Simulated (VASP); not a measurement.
Set up this calculation in VASP 6.6.1, as the native input.

```
Task                   : single point
Functional             : PBE
Potentials or basis    : VASP PAW PBE potentials, release 64 (Al, Ru_pv)
Cutoff                 : 520 eV
k mesh                 : 18 × 18 × 18
Occupations            : gaussian, width 0.1 eV
Spin                   : no spin polarisation
Dipole correction      : no
Further INCAR settings : ALGO = Fast; EDIFF = 1e-06; NBANDS = 16
```

The structure of AlRu lies in POSCAR:

```
AlRu
1.0
    2.9591142027      0.0000000000      0.0000000000
    0.0000000000      2.9591142027      0.0000000000
    0.0000000000      0.0000000000      3.0464205312
Al Ru
1 1
Direct
    0.0000000000      0.0000000000      0.0000000000
    0.5000000000      0.5000000000      0.5000000000
```

This cell differs from its parent crystal: biaxial strain in the a-b plane: -1.5 %, then relaxed in part.

These files were run (other wordings do the same):

INCAR

```
PREC     = Accurate       # precision mode
ENCUT    = 520            # plane-wave cutoff, eV
EDIFF    = 1E-6           # SCF threshold, eV
ISMEAR   = 0              # smearing method
SIGMA    = 0.1            # smearing width, eV
LREAL    = F              # projectors in reciprocal space
LASPH    = T              # aspherical terms in the spheres
NELM     = 80             # most SCF steps
ALGO     = Fast           # electronic algorithm
ISIF     = 2              # what is computed and relaxed
LWAVE    = F              # write WAVECAR
LCHARG   = F              # write CHGCAR
GGA      = PE             # functional
NBANDS   = 16             # bands
```

KPOINTS

```
regular mesh
0
Gamma
  18 18 18
```

Potentials or basis: VASP PAW PBE potentials, release 64 (Al, Ru_pv).

Launch:

```sh
$ cat potpaw_PBE.64/Al/POTCAR potpaw_PBE.64/Ru_pv/POTCAR > POTCAR
$ mpirun -np 1 vasp_std > vasp.out
```

Results of the run:

```yaml
Pressure: 3.4 GPa
```

Caveat: the cell differs from its parent crystal (biaxial strain in the a-b plane: -1.5 %, then relaxed in part).

Run time: 97 s on 1 thread of Intel Xeon 6975P-C, with other jobs on the host, peak memory 0.33 GiB.
